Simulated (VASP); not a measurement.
# N (Pa-3) in VASP: relaxation of cell and atoms with PBE

Aim: the relaxation of cell and atoms of N with PBE.

Program: VASP 6.6.1. These are calculated values, not measurements. Logs are shortened: lines on timing, memory, paths and dates and some standing lists are left out, and cuts for length are marked.

## Step 1: The cell of the first run

The structure is cubic, space group Pa-3 (No. 205). Conventional cell: a = 5.561 Å, b = 5.561 Å, c = 5.561 Å, α = 90.00°, β = 90.00°, γ = 90.00°. Within 1.5 Å of N (site symmetry 3) lie 1 N at 1.11 Å.

## Step 2: Relaxation of cell and atoms, PBE

File INCAR:

```
ALGO = Normal
EDIFF = 1E-7
EDIFFG = -0.01
ENCUT = 1330
GGA = PE
GGA_COMPAT = F
IBRION = 2
ISIF = 3
ISMEAR = 0
LASPH = T
LCHARG = F
LREAL = F
LWAVE = F
NELM = 120
NELMIN = 4
NSW = 100
PREC = Accurate
SIGMA = 0.02
```

File KPOINTS:

```
k-points
0
Gamma
  4 4 4
```

File POSCAR:

```
N
1.0
    5.5605176600      0.0000000000      0.0000000000
    0.0000000000      5.5605176600      0.0000000000
    0.0000000000      0.0000000000      5.5605176600
N
8
Direct
    0.0573973300      0.0573973300      0.0573973300
    0.4426026700      0.9426026700      0.5573973300
    0.5573973300      0.4426026700      0.9426026700
    0.9426026700      0.5573973300      0.4426026700
    0.9426026700      0.9426026700      0.9426026700
    0.5573973300      0.0573973300      0.4426026700
    0.4426026700      0.5573973300      0.0573973300
    0.0573973300      0.4426026700      0.5573973300
```

Potentials or basis: VASP PAW PBE potentials, release 64 (N_h).

Command:

```console
$ cat potpaw_PBE.64/N_h/POTCAR > POTCAR
$ mpirun -np 1 vasp_std > vasp.out
```

OUTCAR:

```text
EDIFF = 1E-7
   EDIFFG = -0.01
   ENCUT = 1330
   GGA = PE
   IBRION = 2
   ISIF = 3
   ISMEAR = 0
   LASPH = T
   LREAL = F
   NELM = 120
   NELMIN = 4
   NSW = 100
   PREC = Accurate

 ion  position               nearest neighbor table
   1  0.057  0.057  0.057-   5 1.11
   2  0.443  0.943  0.557-   6 1.11
   3  0.557  0.443  0.943-   7 1.11
   4  0.943  0.557  0.443-   8 1.11
   5  0.943  0.943  0.943-   1 1.11
   6  0.557  0.057  0.443-   2 1.11
   7  0.443  0.557  0.057-   3 1.11
   8  0.057  0.443  0.557-   4 1.11

  LATTYP: Found a simple cubic cell.
 ALAT       =     5.5605176600

  Lattice vectors:

 A1 = (   5.5605176600,   0.0000000000,   0.0000000000)
 A2 = (   0.0000000000,   5.5605176600,   0.0000000000)
 A3 = (   0.0000000000,   0.0000000000,   5.5605176600)

Analysis of symmetry for initial positions (statically):
=====================================================================
 Subroutine PRICEL returns:
 Original cell was already a primitive cell.

 Routine SETGRP: Setting up the symmetry group for a
 simple cubic supercell.

 Subroutine GETGRP returns: Found 24 space group operations
 (whereof  6 operations were pure point group operations)
 out of a pool of 48 trial point group operations.

The static configuration has the point symmetry S_6 .
 The point group associated with its full space group is T_h .

Analysis of symmetry for dynamics (positions and initial velocities):
=====================================================================
 Subroutine PRICEL returns:
 Original cell was already a primitive cell.

 Routine SETGRP: Setting up the symmetry group for a
 simple cubic supercell.

 Subroutine GETGRP returns: Found 24 space group operations
 (whereof  6 operations were pure point group operations)
 out of a pool of 48 trial point group operations.

The dynamic configuration has the point symmetry S_6 .
 The point group associated with its full space group is T_h .

 Subroutine INISYM returns: Found 24 space group operations
 (whereof  6 operations are pure point group operations),
 and found     1 'primitive' translations

----------------------------------------------------------------------------------------

                                     Primitive cell

  volume of cell :     171.9276

  direct lattice vectors                    reciprocal lattice vectors
     5.560517660  0.000000000  0.000000000     0.179839371  0.000000000  0.000000000
     0.000000000  5.560517660  0.000000000     0.000000000  0.179839371  0.000000000
     0.000000000  0.000000000  5.560517660     0.000000000  0.000000000  0.179839371

  length of vectors
     5.560517660  5.560517660  5.560517660     0.179839371  0.179839371  0.179839371

  position of ions in fractional coordinates (direct lattice)
     0.057397330  0.057397330  0.057397330
     0.442602670  0.942602670  0.557397330
     0.557397330  0.442602670  0.942602670
     0.942602670  0.557397330  0.442602670
     0.942602670  0.942602670  0.942602670
     0.557397330  0.057397330  0.442602670
     0.442602670  0.557397330  0.057397330
     0.057397330  0.442602670  0.557397330

  ion indices of the primitive-cell ions
   primitive index   ion index
                 1           1
                 2           2
                 3           3
                 4           4
                 5           5
                 6           6
                 7           7
                 8           8

----------------------------------------------------------------------------------------

 KPOINTS: k-points

Automatic generation of k-mesh.
 Grid dimensions read from file:
 generate k-points for:    4    4    4

 Generating k-lattice:

  Cartesian coordinates                     Fractional coordinates (reciprocal lattice)
     0.044959843  0.000000000  0.000000000     0.250000000  0.000000000  0.000000000
     0.000000000  0.044959843  0.000000000     0.000000000  0.250000000  0.000000000
     0.000000000  0.000000000  0.044959843     0.000000000  0.000000000  0.250000000

  Length of vectors
     0.044959843  0.044959843  0.044959843

  Shift w.r.t. Gamma in fractional coordinates (k-lattice)
     0.000000000  0.000000000  0.000000000

 Subroutine IBZKPT returns following result:
 ===========================================

 Found     11 irreducible k-points:

 Following reciprocal coordinates:
            Coordinates               Weight
  0.000000  0.000000  0.000000      1.000000
  0.250000  0.000000  0.000000      6.000000
  0.500000  0.000000  0.000000      3.000000
  0.250000  0.250000  0.000000     12.000000
  0.500000  0.250000  0.000000      6.000000
 -0.250000  0.500000  0.000000      6.000000
  0.500000  0.500000  0.000000      3.000000
  0.250000  0.250000  0.250000      8.000000
  0.500000  0.250000  0.250000     12.000000
  0.500000  0.500000  0.250000      6.000000
  0.500000  0.500000  0.500000      1.000000
   k-points           NKPTS =     11   k-points in BZ     NKDIM =     11   number of bands    NBANDS=     25
   number of dos      NEDOS =    301   number of ions     NIONS =      8
   total plane-waves  NPLWV = 343000
   dimension x,y,z NGX =    70 NGY =   70 NGZ =   70
   dimension x,y,z NGXF=   140 NGYF=  140 NGZF=  140
   ions per type =               8
   NGX,Y,Z   is equivalent  to a cutoff of  20.93, 20.93, 20.93 a.u.
   NGXF,Y,Z  is equivalent  to a cutoff of  41.86, 41.86, 41.86 a.u.
 SYSTEM =  unknown system
   PREC   = accura    normal or accurate (medium, high low for compatibility)
   ISTART =      0    job   : 0-new  1-cont  2-samecut
   ICHARG =      2    charge: 1-file 2-atom 10-const
   ISPIN  =      1    spin polarized calculation?
   LNONCOLLINEAR =      F non collinear calculations
   LSORBIT =      F    spin-orbit coupling
   LASPH  =      T    aspherical Exc in radial PAW
   ENCUT  = 1330.0 eV  97.75 Ry    9.89 a.u.  16.53 16.53 16.53*2*pi/ulx,y,z
   NELM   =    120;   NELMIN=  4; NELMDL= -5     # of ELM steps
   EDIFF  = 0.1E-06   stopping-criterion for ELM
   LREAL  =      F    real-space projection
   EDIFFG = -.1E-01   stopping-criterion for IOM
   NSW    =    100    number of steps for IOM
   IBRION =      2    ionic relax: 0-MD 1-quasi-New 2-CG
   NFREE  =      1    steps in history (QN), initial steepest desc. (CG)
   ISIF   =      3    stress and relaxation
   ISYM   =      2    0-nonsym 1-usesym 2-fastsym
   POTIM  = 0.5000    time-step for ionic-motion
   TEBEG  =    0.0;   TEEND  =   0.0 temperature during run
   PSTRESS=    0.0 pullay stress
   NELECT =      40.0000    total number of electrons
   NUPDOWN=      -1.0000    fix difference up-down
   EMIN   =  10.00;   EMAX   =-10.00  energy-range for DOS
   EFERMI =   0.00;   METHOD = LEGACY
   ISMEAR =     0;   SIGMA  =   0.02  broadening in eV -4-tet -1-fermi 0-gaus
   EFERMI_NEDOS =   21; number of points for ismear=-14 and -15
   IALGO  =     38    algorithm
   IMIX   =      4    mixing-type and parameters
     AMIX     =   0.40;   BMIX     =  1.00
     AMIX_MAG =   1.60;   BMIX_MAG =  1.00
  volume/ion in A,a.u.               =      21.49       145.03
  Fermi-wavevector in a.u.,A,eV,Ry     =   1.006884  1.902736 13.793806  1.013816
  Thomas-Fermi vector in A             =   2.139655
   LORBIT       =      0    0 simple, 1 ext, 2 COOP (PROOUT), +10 PAW based schemes
   GGA     = PE    functional components
   LHFCALC =     F    Hartree Fock is set to
   AEXX    =    0.0000 exact exchange contribution
   IVDW    =     0    specifies the selected vdW correction
   LEPSILON=     F    determine dielectric tensor
   LRPA    =     F    only Hartree local field effects (RPA)
 conjugate gradient relaxation of ions
 non-spin polarized calculation
 Gauss-broadening in eV      SIGMA  =   0.02
  energy-cutoff  :     1330.00
  volume of cell :      171.93
 maximum number of plane-waves:     19064
 NGX is ok and might be reduce to    70
   NGX = 33   NGY = 33   NGZ = 33

--------------------------------------- Ionic step        1  -------------------------------------------

 number of electron      40.0000000 magnetization

 Free energy of the ion-electron system (eV)
  ---------------------------------------------------
  ext. energy  EPLUGINS =         0.00000000
  ---------------------------------------------------
  free energy    TOTEN  =       -67.29300411 eV

  energy without entropy =      -67.29300411  energy(sigma->0) =      -67.29300411

------------------------ aborting loop because EDIFF is reached ----------------------------------------

  FORCE on cell =-STRESS in cart. coord.  units (eV):
  Direction    XX          YY          ZZ          XY          YZ          ZX
  --------------------------------------------------------------------------------------
  -------------------------------------------------------------------------------------
  Total       -0.1335039     -0.1335039     -0.1335039      0.0000000      0.0000000      0.0000000
  in kB       -1.2441099     -1.2441099     -1.2441099      0.0000000      0.0000000      0.0000000
  external PRESSURE =      -1.2441099 kB  Pullay stress =       0.0000000 kB
[... 107 lines left out ...]
  FREE ENERGIE OF THE ION-ELECTRON SYSTEM (eV)
  ---------------------------------------------------
  free  energy   TOTEN  =       -67.2973435978 eV

  energy  without entropy=      -67.2973435978  energy(sigma->0) =      -67.29734360

[... ionic steps 4 to 10 ...]

--------------------------------------- Ionic step       11  -------------------------------------------

 number of electron      40.0000000 magnetization

------------------------ aborting loop because EDIFF is reached ----------------------------------------

  FORCE on cell =-STRESS in cart. coord.  units (eV):
  Direction    XX          YY          ZZ          XY          YZ          ZX
  --------------------------------------------------------------------------------------
  -------------------------------------------------------------------------------------
  Total       -0.0290252     -0.0290252     -0.0290252      0.0000000      0.0000000     -0.0000000
  in kB       -0.2162699     -0.2162699     -0.2162699      0.0000000      0.0000000     -0.0000000
  external PRESSURE =      -0.2162699 kB  Pullay stress =       0.0000000 kB
[... 69 lines left out ...]
  energy  without entropy=      -67.3654919837  energy(sigma->0) =      -67.36549198

--------------------------------------- Ionic step       13  -------------------------------------------

 number of electron      40.0000000 magnetization

 Free energy of the ion-electron system (eV)
  ---------------------------------------------------
  ext. energy  EPLUGINS =         0.00000000
  ---------------------------------------------------
  free energy    TOTEN  =       -67.36550623 eV

  energy without entropy =      -67.36550623  energy(sigma->0) =      -67.36550623

 E-fermi :  -6.8097     XC(G=0):  -5.8485

 val. band max:       -6.9458494230   @ k =   0.5000   0.0000   0.0000
 cond. band min:       0.6671133064   @ k =   0.0000   0.0000   0.0000
 fundamental gap:      7.6129627294
 Fermi energy:        -6.8097465834

 k-point     1 :       0.0000    0.0000    0.0000
  band No.  band energies     occupation
      1     -25.0337      2.00000
      2     -25.0055      2.00000
      3     -25.0055      2.00000
      4     -25.0055      2.00000
      5     -10.4085      2.00000
      6     -10.4085      2.00000
[... 332 lines left out ...]
  FREE ENERGIE OF THE ION-ELECTRON SYSTEM (eV)
  ---------------------------------------------------
  free  energy   TOTEN  =       -67.3655062263 eV

  energy  without entropy=      -67.3655062263  energy(sigma->0) =      -67.36550623

 reached required accuracy - stopping structural energy minimisation
```

Wall time 17 min (1 thread of AMD EPYC 9R45 (Zen 5), shared host); peak memory 0.76 GiB.

What came out:

* Free energy: -67.3655 eV
* Relaxed volume: 26.88 Å³/atom
* Relaxed cell: a = 5.991 Å, b = 5.991 Å, c = 5.991 Å, α = 90.00°, β = 90.00°, γ = 90.00°
* Space group after relaxing (to 0.1 Å): Pa-3 (No. 205)
* Energy gained by relaxing: 9.1 meV/atom
* Ionic steps: 13
* Pressure after relaxing: 0.0 GPa
* Band gap on the k mesh: 7.61 eV (least direct gap 7.63 eV)

Step by step:
```
step  energy change (eV)  largest force (eV/Å)  pressure (GPa)  volume (Å³)
   1              0.0000                0.5592           -0.12       171.93
   2              0.8352                8.7624           12.01       171.51
   3             -0.0043                0.0071            0.63       171.90
   4             -0.0108                0.0027            0.59       173.59
   5             -0.0276                0.0261            0.50       178.72
   6             -0.0512                0.1397            0.44       189.28
   7             -0.0668                0.5948            0.71       211.64
   8             -0.0687                0.4721            0.57       212.27
   9             -0.0721                0.1095            0.16       214.17
  10             -0.0725                0.0380           -0.01       214.96
  11             -0.0725                0.0504           -0.02       215.03
  12             -0.0725                0.0326            0.00       215.02
  13             -0.0725                0.0011            0.03       215.02
```

Final structure:
```yaml
crystal:
  lattice:
    - [5.99089, 0.00000, 0.00000]
    - [0.00000, 5.99089, 0.00000]
    - [0.00000, 0.00000, 5.99089]
  atoms:
    - { symbol: N, position: [0.05311, 0.05311, 0.05311] }
    - { symbol: N, position: [0.44689, 0.94689, 0.55311] }
    - { symbol: N, position: [0.55311, 0.44689, 0.94689] }
    - { symbol: N, position: [0.94689, 0.55311, 0.44689] }
    - { symbol: N, position: [0.94689, 0.94689, 0.94689] }
    - { symbol: N, position: [0.55311, 0.05311, 0.44689] }
    - { symbol: N, position: [0.44689, 0.55311, 0.05311] }
    - { symbol: N, position: [0.05311, 0.44689, 0.55311] }
```

Caveat: the volume moved by over 15 % at a fixed basis, so the end points are rough; this functional lacks dispersion, which holds the molecules together, so the pressure and a relaxed volume are unreliable. A k mesh can miss the band edges.
